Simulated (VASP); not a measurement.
GaN: single point with PBE

The system is GaN.

```
Ga N
1.0
     3.18000    0.00000    0.00000
    -1.59000    2.75396    0.00000
     0.00000    0.00000    5.16600
Ga N
2 2
Direct
  0.33333 0.66667 0.00000
  0.66667 0.33333 0.50000
  0.33333 0.66667 0.37500
  0.66667 0.33333 0.87500
```

- Program: VASP 6.6.1
- Task: single point
- Functional: PBE
- Potentials or basis: VASP PAW PBE potentials, release 64 (Ga_d, N)
- Cutoff: 600 eV
- k mesh: 6 × 6 × 4
- Occupations: gaussian, width 0.01 eV
- Spin: no spin polarisation

```
Pressure               : 7.2 GPa
Largest force          : 0.135 eV/Å
Band gap on the k mesh : 1.97 eV
```

Forces in eV/Å, atoms in the order of the input:
```
Ga   0.000  0.000 -0.135
Ga   0.000  0.000 -0.135
N    0.000  0.000  0.135
N    0.000  0.000  0.135
```

Stress tensor (GPa, compression positive):
```
6.47 0.00 0.00
0.00 6.47 0.00
0.00 0.00 8.58
```

Levels at points of the mesh, in eV from the valence-band top:
| k point | band 15 | band 16 | band 17 | band 18 | band 19 | band 20 | band 21 | band 22 |
| --- | --- | --- | --- | --- | --- | --- | --- | --- |
| (0.00, 0.00, 0.00) | -1.06 | -0.06 | 0.00 | 0.00 | 1.97 | 4.30 | 9.26 | 9.92 |
| (0.50, 0.00, 0.00) | -4.28 | -2.78 | -2.26 | -0.99 | 5.08 | 5.61 | 6.07 | 8.67 |
| (0.00, 0.00, 0.50) | -0.55 | -0.55 | -0.55 | -0.55 | 4.29 | 4.29 | 8.54 | 8.54 |
| (0.50, 0.00, 0.50) | -1.96 | -1.96 | -1.93 | -1.93 | 4.43 | 4.43 | 7.84 | 7.84 |

Wall time 18 s on 1 thread of Intel(R) Xeon(R) 6975P-C (Granite Rapids) (shared host), peak memory 0.18 GiB.

Caveat: the cell stands under pressure.
